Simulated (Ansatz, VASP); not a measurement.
# MgI2 in VASP and in Ansatz

Contents of INCAR:

```
PREC = Accurate ; ENCUT = 520
EDIFF = 1E-8 ; ISMEAR = -1
SIGMA = 0.03 ; LREAL = F
LASPH = T ; NELM = 100
ALGO = Normal ; ISIF = 2
LWAVE = F ; LCHARG = F
GGA = PS ; LEFG = T
NBANDS = 15
```

File KPOINTS:

```
Automatic mesh
0
Gamma
  7 7 4
```

Contents of POSCAR:

```
MgI2
1.0
    4.1537001214      0.0000000000      0.0000000000
   -2.0768500607      3.5972098248      0.0000000000
    0.0000000000      0.0000000000      6.7247600000
Mg I
1 2
Direct
    0.0000000000      0.0000000000      0.0000000000
    0.3333333333      0.6666666667      0.7576300000
    0.6666666667      0.3333333333      0.2423700000
```

Input for Ansatz:

```yaml
crystal:
  lattice:
    - [4.1537001214, 0.0, 0.0]
    - [-2.0768500607, 3.5972098248, 0.0]
    - [0.0, 0.0, 6.72476]
  atoms:
    - { symbol: Mg, position: [0.0, 0.0, 0.0] }
    - { symbol: I, position: [0.3333333333, 0.6666666667, 0.75763] }
    - { symbol: I, position: [0.6666666667, 0.3333333333, 0.24237] }
kpoints:
  mp_grid: { grid: [7, 7, 4] }
scf:
  occupations: { method: fermi_dirac, width: 0.03 }
hamiltonian:
  xc: pbesol
  pseudopotentials: { kind: paw }
output:
  forces: true
  stress: true
  eigenvalues: true
  efg: { contact_densities: true }
```

Change from the starting cell: zz strain of -2 %, PAW files.

Alike in both runs: task electric field gradients; functional PBEsol; k mesh 7 × 7 × 4; occupations fermi-dirac, width 0.03 eV; no spin polarisation.

|  | VASP | Ansatz |
| --- | --- | --- |
| version | VASP 6.6.1 | Ansatz 0.2.0 |
| potentials or method | VASP PAW PBE potentials, release 64 (Mg, I) | PAW with Ansatz's default frozen-core files, scalar-relativistic |
| plane-wave cutoff (eV) | 520 | 420 |
| valence electrons in the cell | 16 | 44 |

```csv
,VASP,Ansatz,Ansatz less VASP
gap on the k mesh at the Fermi level (eV),3.36,3.38,+0.015
pressure (GPa),0.4,0.4,+0.02
"traceless stress, the component that is largest in VASP (GPa)",0.63,0.63,-0.006
rms of the force components (eV/Å),0.052,0.054,+0.0018
size of Vzz on the site where it differs most (V/Å²),66.8,68.6,+1.86
```

VASP's potentials were made for PBE, not for PBEsol. Atom by atom the forces differ by 0.002 eV/Å (rms over components). The functional is the same, so the differences come from potentials, cutoffs and numerics. VASP's potentials hold 16 valence electrons a cell and Ansatz's 44, so a difference there can come from the potentials and not from the codes.

Spin-orbit coupling is off throughout.
